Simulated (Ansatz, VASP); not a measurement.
# One calculation of CdSe, two programs

File INCAR:

```
SYSTEM = CdSe
PREC     = Accurate       ! precision mode
ENCUT    = 520            ! plane-wave cutoff, eV
EDIFF    = 1E-6           ! SCF threshold, eV
ISMEAR   = 0              ! smearing method
SIGMA    = 0.05           ! smearing width, eV
LREAL    = .False.        ! projectors in reciprocal space
LASPH    = .True.         ! aspherical terms in the spheres
NELM     = 60             ! most SCF steps
ALGO     = Normal         ! electronic algorithm
ISIF     = 2              ! what is computed and relaxed
LWAVE    = .False.        ! write WAVECAR
LCHARG   = .True.         ! write CHGCAR
GGA      = PS             ! functional
LELF     = .True.         ! ELF
LVHAR    = .True.       
NBANDS   = 16             ! bands
```

The input KPOINTS:

```
regular mesh
0
Gamma
  10 10 10
  0 0 0
```

Contents of POSCAR:

```
CdSe
1.0
    0.0000000000      2.9609036541      2.9609036541
    2.9609036541      0.0000000000      2.9609036541
    3.1261220780      3.1261220780     -0.1652184239
Cd Se
1 1
Direct
    0.0000000000      0.0000000000      0.0000000000
    0.7500000000      0.7500000000      0.7500000000
```

Input for Ansatz:

```yaml
crystal:
  lattice:
    - [0.0, 2.9609036541, 2.9609036541]
    - [2.9609036541, 0.0, 2.9609036541]
    - [3.126122078, 3.126122078, -0.1652184239]
  atoms:
    - { symbol: Cd, position: [0.0, 0.0, 0.0] }
    - { symbol: Se, position: [0.75, 0.75, 0.75] }
basis:
  ecutwfc: 420
kpoints:
  mp_grid: { grid: [10, 10, 10] }
hamiltonian:
  xc: pbesol
scf:
  occupations: { method: gaussian, width: 0.05 }
output:
  forces: true
  stress: true
  eigenvalues: true
```

Alike in both runs: task single point; functional PBEsol; k mesh 10 × 10 × 10; occupations gaussian, width 0.05 eV; no spin polarisation.

|  | VASP | Ansatz |
| --- | --- | --- |
| version | VASP 6.6.1 | Ansatz 0.2.0 |
| potentials or method | VASP PAW PBE potentials, release 64 (Cd, Se), cutoff 520 eV | scalar-relativistic, plane waves, PAW |
| valence electrons in the cell | 18 | 36 |

```tsv
	VASP	Ansatz	Ansatz less VASP
gap on the k mesh at the Fermi level (eV)	0.41	0.41	0.000
least direct gap on the mesh (eV)	0.41	0.41	0.000
pressure (GPa)	0.9	0.5	-0.36
traceless stress, the component that is largest in VASP (GPa)	-2.16	-2.11	+0.053
rms of the force components (eV/Å)	0.258	0.245	-0.0130
```

VASP's potentials were made for PBE, not for PBEsol. Atom by atom the forces differ by 0.013 eV/Å (rms over components). The functional is the same, so the differences come from potentials, cutoffs and numerics. VASP's potentials hold 18 valence electrons a cell and Ansatz's 36, so a difference there can come from the potentials and not from the codes.
